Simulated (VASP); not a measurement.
Set up this calculation in VASP 6.6.1, as the native input.

| Quantity | Value |
| --- | --- |
| Task | single point |
| Functional | PBEsol |
| Potentials or basis | VASP PAW PBE potentials, release 64 (Mo_sv) |
| Cutoff | 520 eV |
| k mesh | 26 × 26 × 26 |
| Occupations | gaussian, width 0.15 eV |
| Spin | no spin polarisation |
| Dipole correction | no |
| Further INCAR settings | ALGO = Fast; EDIFF = 1e-06; NBANDS = 13 |

The structure of Mo lies in POSCAR:

```
Mo
1.0
   -1.5646534271      1.5333603586      1.5646534271
    1.5646534271     -1.5333603586      1.5646534271
    1.5646534271      1.5333603586     -1.5646534271
Mo
1
Direct
    0.0000000000      0.0000000000      0.0000000000
```

This cell differs from its parent crystal: strain -0.0200 x Voigt [0, 1, 0, 0, 0, 0].

The input as run:

INCAR

```
PREC     = Accurate       # precision mode
ENCUT    = 520            # plane-wave cutoff, eV
EDIFF    = 1E-6           # SCF threshold, eV
ISMEAR   = 0              # smearing method
SIGMA    = 0.15           # smearing width, eV
LREAL    = F              # projectors in reciprocal space
LASPH    = T              # aspherical terms in the spheres
NELM     = 80             # most SCF steps
ALGO     = Fast           # electronic algorithm
ISIF     = 2              # what is computed and relaxed
LWAVE    = F              # write WAVECAR
LCHARG   = T              # write CHGCAR
GGA      = PS             # functional
LELF     = T              # ELF
LVHAR    = T            
NBANDS   = 13             # bands
```

KPOINTS

```
regular mesh
0
Gamma
  26 26 26
```

Potentials or basis: VASP PAW PBE potentials, release 64 (Mo_sv).

Run with:

```sh
$ cat potpaw_PBE.64/Mo_sv/POTCAR > POTCAR
$ mpirun -np 1 vasp_std > vasp.out
```

Results of the run:

* Pressure: 6.7 GPa
* Band gap on the k mesh: zero (band 7 reaches 17.35 eV, above the bottom of band 8 at 11.74 eV)

Caveat: the cell differs from its parent crystal (strain -0.0200 x Voigt [0, 1, 0, 0, 0, 0]); the PAW data sets were made with another functional, which shifts forces and pressure a little.

Wall time 4.3 min on 1 thread of AMD EPYC 7R43 64-Core Processor (Zen 3), with other jobs on the host, peak memory 0.29 GiB.
